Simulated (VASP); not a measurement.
HfN: single point with r2SCAN

HfN:

```xyz
2
Lattice="0.0000 2.2816 2.2590 2.2816 0.0000 2.2590 2.2816 2.2816 0.0000" Properties=species:S:1:pos:R:3 pbc="T T T"
Hf    0.0000    0.0000    0.0000
N     2.2816    2.2816    2.2590
```

This cell differs from its parent crystal: strain +0.0100 x Voigt [1, 1, 0, 0, 0, 0].

* Program: VASP 6.6.1
* Task: single point
* Functional: r2SCAN
* Potentials or basis: VASP PAW PBE potentials, release 64 (Hf_pv, N)
* Cutoff: 520 eV
* k mesh: 18 × 18 × 18
* Occupations: gaussian, width 0.15 eV
* Spin: no spin polarisation
* Dipole correction: no
* Further INCAR settings: ALGO = Normal; EDIFF = 1e-07; NBANDS = 14

```
Pressure               : -6.6 GPa
Band gap on the k mesh : zero (an odd number of electrons rules out a gap without spin polarisation)
```

Stress tensor (GPa, compression positive):
```
-8.07  0.00  0.00
 0.00 -8.07  0.00
 0.00  0.00 -3.74
```

Levels at points of the mesh, in eV from the Fermi level:
```csv
k point,band 6,band 7,band 8,band 9,band 10,band 11
"(0.00, 0.00, 0.00)",-3.41,-3.36,-0.35,-0.35,-0.24,1.76
"(0.50, 0.00, 0.00)",-6.54,-6.53,3.30,3.65,3.72,4.51
"(0.50, 0.50, 0.00)",-4.14,-4.14,-3.81,4.04,5.41,5.41
"(0.50, 0.00, 0.50)",-4.12,-4.08,-3.78,4.03,5.34,5.48
```

Run time: 7.3 min on 1 thread of Intel(R) Xeon(R) Platinum 8259CL CPU @ 2.50GHz (Skylake/Cascade Lake), with other jobs on the host, peak memory 0.29 GiB.

Caveat: the cell differs from its parent crystal (strain +0.0100 x Voigt [1, 1, 0, 0, 0, 0]); the cell stands under tension; the PAW data sets were made with another functional, which shifts forces and pressure a little; spin-orbit coupling is left out, which moves the levels of the heavy elements; an odd number of electrons without spin polarisation forces a metal; a magnetic or distorted state may lie lower.
